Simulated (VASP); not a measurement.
# ZnS (F-43m) in VASP: single point with PBE

Aim: the single point of ZnS with PBE.

All numbers are computed with VASP 6.6.1; they aren't measurements. Logs are shortened: lines on timing, memory, paths and dates and some standing lists are left out, and cuts for length are marked.

### 1 The cell of the first run

Symmetry: F-43m, No. 216, cubic system. The conventional cell has a = 5.444 Å, b = 5.444 Å, c = 5.444 Å, α = 90.00°, β = 90.00°, γ = 90.00°. Zn (site symmetry -43m) has 4 S at 2.36 Å within 3.1 Å. S (site symmetry -43m) has 4 Zn at 2.36 Å within 3.1 Å.

### 2 Single point, PBE

File INCAR:

```
PREC     = Accurate       # precision mode
ENCUT    = 500            # plane-wave cutoff, eV
EDIFF    = 1E-6           # SCF threshold, eV
ISMEAR   = 0              # smearing method
SIGMA    = 0.02           # smearing width, eV
LREAL    = F              # projectors in reciprocal space
LASPH    = T              # aspherical terms in the spheres
NELM     = 120            # most SCF steps
ALGO     = Normal         # electronic algorithm
ISIF     = 2              # what is computed and relaxed
LWAVE    = F              # write WAVECAR
LCHARG   = F              # write CHGCAR
GGA      = PE             # functional
NBANDS   = 16             # bands
GGA_COMPAT= F
```

File KPOINTS:

```
Automatic mesh
0
Gamma
  8 8 8
```

File POSCAR:

```
ZnS
1.0
    0.0000000000      2.7218243442      2.7218243442
    2.7218243442      0.0000000000      2.7218243442
    2.7218243442      2.7218243442      0.0000000000
Zn S
1 1
Direct
    0.0000000000      0.0000000000      0.0000000000
    0.2500000000      0.2500000000      0.2500000000
```

Potentials or basis: VASP PAW PBE potentials, release 64 (Zn, S).

Launch:

```sh
$ cat potpaw_PBE.64/Zn/POTCAR potpaw_PBE.64/S/POTCAR > POTCAR
$ mpirun -np 1 vasp_std > vasp.out
```

OUTCAR:

```text
PREC = Accurate
   ENCUT = 500
   EDIFF = 1E-6
   ISMEAR = 0
   LREAL = F
   LASPH = T
   NELM = 120
   ISIF = 2
   GGA = PE

 ion  position               nearest neighbor table
   1  0.000  0.000  0.000-   2 2.36   2 2.36   2 2.36   2 2.36
   2  0.250  0.250  0.250-   1 2.36   1 2.36   1 2.36   1 2.36

  LATTYP: Found a face centered cubic cell.
 ALAT       =     5.4436486884

  Lattice vectors:

 A1 = (   0.0000000000,   2.7218243442,   2.7218243442)
 A2 = (   2.7218243442,   0.0000000000,   2.7218243442)
 A3 = (   2.7218243442,   2.7218243442,   0.0000000000)

Analysis of symmetry for initial positions (statically):
=====================================================================
 Subroutine PRICEL returns:
 Original cell was already a primitive cell.

 Routine SETGRP: Setting up the symmetry group for a
 face centered cubic supercell.

 Subroutine GETGRP returns: Found 24 space group operations
 (whereof 24 operations were pure point group operations)
 out of a pool of 48 trial point group operations.

The static configuration has the point symmetry T_d .

Analysis of symmetry for dynamics (positions and initial velocities):
=====================================================================
 Subroutine PRICEL returns:
 Original cell was already a primitive cell.

 Routine SETGRP: Setting up the symmetry group for a
 face centered cubic supercell.

 Subroutine GETGRP returns: Found 24 space group operations
 (whereof 24 operations were pure point group operations)
 out of a pool of 48 trial point group operations.

The dynamic configuration has the point symmetry T_d .

 Subroutine INISYM returns: Found 24 space group operations
 (whereof 24 operations are pure point group operations),
 and found     1 'primitive' translations

----------------------------------------------------------------------------------------

                                     Primitive cell

  volume of cell :      40.3283

  direct lattice vectors                    reciprocal lattice vectors
     0.000000000  2.721824344  2.721824344    -0.183700319  0.183700319  0.183700319
     2.721824344  0.000000000  2.721824344     0.183700319 -0.183700319  0.183700319
     2.721824344  2.721824344  0.000000000     0.183700319  0.183700319 -0.183700319

  length of vectors
     3.849240902  3.849240902  3.849240902     0.318178286  0.318178286  0.318178286

  position of ions in fractional coordinates (direct lattice)
     0.000000000  0.000000000  0.000000000
     0.250000000  0.250000000  0.250000000

  ion indices of the primitive-cell ions
   primitive index   ion index
                 1           1
                 2           2

----------------------------------------------------------------------------------------

 KPOINTS: Automatic mesh

Automatic generation of k-mesh.
 Grid dimensions read from file:
 generate k-points for:    8    8    8

 Generating k-lattice:

  Cartesian coordinates                     Fractional coordinates (reciprocal lattice)
    -0.022962540  0.022962540  0.022962540     0.125000000  0.000000000  0.000000000
     0.022962540 -0.022962540  0.022962540     0.000000000  0.125000000  0.000000000
     0.022962540  0.022962540 -0.022962540     0.000000000  0.000000000  0.125000000

  Length of vectors
     0.039772286  0.039772286  0.039772286

  Shift w.r.t. Gamma in fractional coordinates (k-lattice)
     0.000000000  0.000000000  0.000000000

 Subroutine IBZKPT returns following result:
 ===========================================

 Found     29 irreducible k-points:

 Following reciprocal coordinates:
            Coordinates               Weight
  0.000000  0.000000  0.000000      1.000000
  0.125000  0.000000  0.000000      8.000000
  0.250000  0.000000  0.000000      8.000000
  0.375000  0.000000  0.000000      8.000000
  0.500000  0.000000  0.000000      4.000000
  0.125000  0.125000  0.000000      6.000000
[... 16 lines left out ...]
  0.500000  0.250000  0.125000     48.000000
 -0.375000  0.250000  0.125000     24.000000
 [... further k-points ...]
   k-points           NKPTS =     29   k-points in BZ     NKDIM =     29   number of bands    NBANDS=     16
   number of dos      NEDOS =    301   number of ions     NIONS =      2
   total plane-waves  NPLWV =  21952
   dimension x,y,z NGX =    28 NGY =   28 NGZ =   28
   dimension x,y,z NGXF=    56 NGYF=   56 NGZF=   56
   ions per type =               1   1
   NGX,Y,Z   is equivalent  to a cutoff of  12.09, 12.09, 12.09 a.u.
   NGXF,Y,Z  is equivalent  to a cutoff of  24.19, 24.19, 24.19 a.u.
 SYSTEM =  unknown system
   PREC   = accura    normal or accurate (medium, high low for compatibility)
   ISTART =      0    job   : 0-new  1-cont  2-samecut
   ICHARG =      2    charge: 1-file 2-atom 10-const
   ISPIN  =      1    spin polarized calculation?
   LNONCOLLINEAR =      F non collinear calculations
   LSORBIT =      F    spin-orbit coupling
   LASPH  =      T    aspherical Exc in radial PAW
   ENCUT  =  500.0 eV  36.75 Ry    6.06 a.u.   7.02  7.02  7.02*2*pi/ulx,y,z
   NELM   =    120;   NELMIN=  2; NELMDL= -5     # of ELM steps
   EDIFF  = 0.1E-05   stopping-criterion for ELM
   LREAL  =      F    real-space projection
   EDIFFG = 0.1E-04   stopping-criterion for IOM
   NSW    =      0    number of steps for IOM
   IBRION =     -1    ionic relax: 0-MD 1-quasi-New 2-CG
   NFREE  =      0    steps in history (QN), initial steepest desc. (CG)
   ISIF   =      2    stress and relaxation
   ISYM   =      2    0-nonsym 1-usesym 2-fastsym
   POTIM  = 0.5000    time-step for ionic-motion
   TEBEG  =    0.0;   TEEND  =   0.0 temperature during run
   PSTRESS=    0.0 pullay stress
   NELECT =      18.0000    total number of electrons
   NUPDOWN=      -1.0000    fix difference up-down
   EMIN   =  10.00;   EMAX   =-10.00  energy-range for DOS
   EFERMI =   0.00;   METHOD = LEGACY
   ISMEAR =     0;   SIGMA  =   0.02  broadening in eV -4-tet -1-fermi 0-gaus
   EFERMI_NEDOS =   21; number of points for ismear=-14 and -15
   IALGO  =     38    algorithm
   IMIX   =      4    mixing-type and parameters
     AMIX     =   0.40;   BMIX     =  1.00
     AMIX_MAG =   1.60;   BMIX_MAG =  1.00
  volume/ion in A,a.u.               =      20.16       136.07
  Fermi-wavevector in a.u.,A,eV,Ry     =   1.251110  2.364256 21.296884  1.565277
  Thomas-Fermi vector in A             =   2.385073
   LORBIT       =      0    0 simple, 1 ext, 2 COOP (PROOUT), +10 PAW based schemes
   GGA     = PE    functional components
   LHFCALC =     F    Hartree Fock is set to
   AEXX    =    0.0000 exact exchange contribution
   IVDW    =     0    specifies the selected vdW correction
   LEPSILON=     F    determine dielectric tensor
   LRPA    =     F    only Hartree local field effects (RPA)
 non-spin polarized calculation
 Gauss-broadening in eV      SIGMA  =   0.02
  energy-cutoff  :      500.00
  volume of cell :       40.33
 maximum number of plane-waves:      1036
   NGX = 13   NGY = 13   NGZ = 13

 number of electron      17.9999988 magnetization

 Free energy of the ion-electron system (eV)
  ---------------------------------------------------
  ext. energy  EPLUGINS =         0.00000000
  ---------------------------------------------------
  free energy    TOTEN  =        -6.85211923 eV

  energy without entropy =       -6.85211923  energy(sigma->0) =       -6.85211923

 E-fermi :   2.0291     XC(G=0):  -9.5274

 val. band max:        1.9053973241   @ k =   0.0000   0.0000   0.0000
 cond. band min:       3.9234825930   @ k =   0.0000   0.0000   0.0000
 fundamental gap:      2.0180852689
 Fermi energy:         2.0291401700

 k-point     1 :       0.0000    0.0000    0.0000
  band No.  band energies     occupation
      1     -11.0846      2.00000
      2      -4.3496      2.00000
      3      -4.3496      2.00000
      4      -4.3496      2.00000
      5      -3.8772      2.00000
      6      -3.8772      2.00000
[... 8 lines left out ...]
     15      13.6420      0.00000
     16      13.6527      0.00000

 k-point     2 :       0.1250    0.0000    0.0000
  band No.  band energies     occupation
      1     -10.9723      2.00000
      2      -4.3466      2.00000
      3      -4.3296      2.00000
      4      -4.3296      2.00000
      5      -3.8787      2.00000
      6      -3.8787      2.00000
[... 8 lines left out ...]
     15      13.0592      0.00000
     16      14.4470      0.00000

 k-point     3 :       0.2500    0.0000    0.0000
  band No.  band energies     occupation
      1     -10.6797      2.00000
      2      -4.2953      2.00000
      3      -4.2856      2.00000
      4      -4.2856      2.00000
      5      -3.8756      2.00000
      6      -3.8756      2.00000
[... 8 lines left out ...]
     15      12.8599      0.00000
     16      14.0499      0.00000

 k-point     4 :       0.3750    0.0000    0.0000
  band No.  band energies     occupation
      1     -10.3488      2.00000
      2      -4.2508      2.00000
      3      -4.2508      2.00000
      4      -4.0781      2.00000
      5      -3.8597      2.00000
      6      -3.8597      2.00000
[... 8 lines left out ...]
     15      13.9423      0.00000
     16      13.9423      0.00000
[... 324 lines left out ...]
 k-point    22 :       0.3750    0.2500    0.1250
  band No.  band energies     occupation
      1     -10.4507      2.00000
      2      -4.3188      2.00000
      3      -4.2226      2.00000
      4      -4.1953      2.00000
      5      -3.8975      2.00000
      6      -3.8412      2.00000
[... 8 lines left out ...]
     15      14.6302      0.00000
     16      16.8506      0.00000

 k-point    23 :       0.5000    0.2500    0.1250
  band No.  band energies     occupation
      1     -10.1746      2.00000
      2      -4.2392      2.00000
      3      -4.1927      2.00000
      4      -4.0494      2.00000
      5      -3.8596      2.00000
      6      -3.8048      2.00000
[... 8 lines left out ...]
     15      15.5566      0.00000
     16      16.1395      0.00000

 k-point    24 :      -0.3750    0.2500    0.1250
  band No.  band energies     occupation
      1     -10.0513      2.00000
      2      -4.2255      2.00000
      3      -4.1729      2.00000
      4      -3.9247      2.00000
      5      -3.8648      2.00000
      6      -3.6186      2.00000
[... 8 lines left out ...]
     15      15.2857      0.00000
     16      16.0645      0.00000

 [... further k-points ...]

------------------------ aborting loop because EDIFF is reached ----------------------------------------

  FORCE on cell =-STRESS in cart. coord.  units (eV):
  Direction    XX          YY          ZZ          XY          YZ          ZX
  --------------------------------------------------------------------------------------
  -------------------------------------------------------------------------------------
  Total        0.0343487      0.0343487      0.0343487      0.0000000      0.0000000     -0.0000000
  in kB        1.3646159      1.3646159      1.3646159      0.0000000      0.0000000     -0.0000000
  external PRESSURE =       1.3646159 kB  Pullay stress =       0.0000000 kB

 VOLUME and BASIS-vectors are now :
 -----------------------------------------------------------------------------
  energy-cutoff  :      500.00
  volume of cell :       40.33
      direct lattice vectors                 reciprocal lattice vectors
     0.000000000  2.721824344  2.721824344    -0.183700319  0.183700319  0.183700319
     2.721824344  0.000000000  2.721824344     0.183700319 -0.183700319  0.183700319
     2.721824344  2.721824344  0.000000000     0.183700319  0.183700319 -0.183700319

 POSITION                                       TOTAL-FORCE (eV/Angst)
 -----------------------------------------------------------------------------------
      0.00000      0.00000      0.00000        -0.000000     -0.000000     -0.000000
      1.36091      1.36091      1.36091         0.000000      0.000000      0.000000
 -----------------------------------------------------------------------------------
    total drift:                                0.000000      0.000000      0.000000

  FREE ENERGIE OF THE ION-ELECTRON SYSTEM (eV)
  ---------------------------------------------------
  free  energy   TOTEN  =        -6.8521192319 eV

  energy  without entropy=       -6.8521192319  energy(sigma->0) =       -6.85211923
```

Run time: 15 s. Hardware: 1 thread of Intel Xeon 6975P-C (Granite Rapids), shared host; peak memory 0.16 GiB.

What came out:

```
Free energy            : -6.8521 eV
Pressure               : 0.1 GPa
Band gap on the k mesh : 2.02 eV
```
